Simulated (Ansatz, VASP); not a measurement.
## GaN: VASP beside Ansatz

INCAR

```
  PREC = Accurate
  ENCUT = 520
  EDIFF = 1E-7
  ISMEAR = 0
  SIGMA = 0.02
  LREAL = False
  LASPH = True
  NELM = 80
  ALGO = Normal
  ISIF = 2
  LWAVE = False
  LCHARG = False
  GGA = PE
  NBANDS = 26
```

The input KPOINTS:

```
Automatic mesh
0
Gamma
  12 12 6
```

Contents of POSCAR:

```
GaN
1.0
    3.1799996605      0.0000000000      0.0000000000
   -1.5899998303      2.7539604900      0.0000000000
    0.0000000000      0.0000000000      5.1660000000
Ga N
2 2
Direct
    0.3333333333      0.6666666667      0.0000000000
    0.6666666667      0.3333333333      0.5000000000
    0.3333333333      0.6666666667      0.3750000000
    0.6666666667      0.3333333333      0.9185540070
```

Input for Ansatz:

```yaml
crystal:
  lattice:
    - [3.1799996605, 0.0, 0.0]
    - [-1.5899998303, 2.75396049, 0.0]
    - [0.0, 0.0, 5.166]
  atoms:
    - { symbol: Ga, position: [0.3333333333, 0.6666666667, 0.0] }
    - { symbol: Ga, position: [0.6666666667, 0.3333333333, 0.5] }
    - { symbol: "N", position: [0.3333333333, 0.6666666667, 0.375] }
    - { symbol: "N", position: [0.6666666667, 0.3333333333, 0.918554007] }
basis:
  ecutwfc: 420
kpoints:
  mp_grid: { grid: [12, 12, 6] }
hamiltonian:
  xc: pbe
scf:
  occupations: { method: gaussian, width: 0.02 }
output:
  forces: true
  stress: true
  eigenvalues: true
```

Change from the starting cell: one atom moved.

Alike in both runs: task single point; functional PBE; k mesh 12 × 12 × 6; occupations gaussian, width 0.02 eV; no spin polarisation.

```csv
,VASP,Ansatz
version,VASP 6.6.1,Ansatz 0.2.0
potentials or method,"VASP PAW PBE potentials, release 64 (Ga_d, N), cutoff 520 eV","scalar-relativistic, plane waves, PAW"
valence electrons in the cell,36,36
```

|  | VASP | Ansatz | Ansatz less VASP |
| --- | --- | --- | --- |
| gap on the k mesh at the Fermi level (eV) | 1.83 | 1.83 | -0.004 |
| least direct gap on the mesh (eV) | 1.83 | 1.83 | -0.004 |
| pressure (GPa) | 9.6 | 9.7 | +0.02 |
| traceless stress, the component that is largest in VASP (GPa) | -4.47 | -4.61 | -0.139 |
| rms of the force components (eV/Å) | 0.934 | 0.937 | +0.0032 |

Atom by atom the forces differ by 0.005 eV/Å (rms over components).
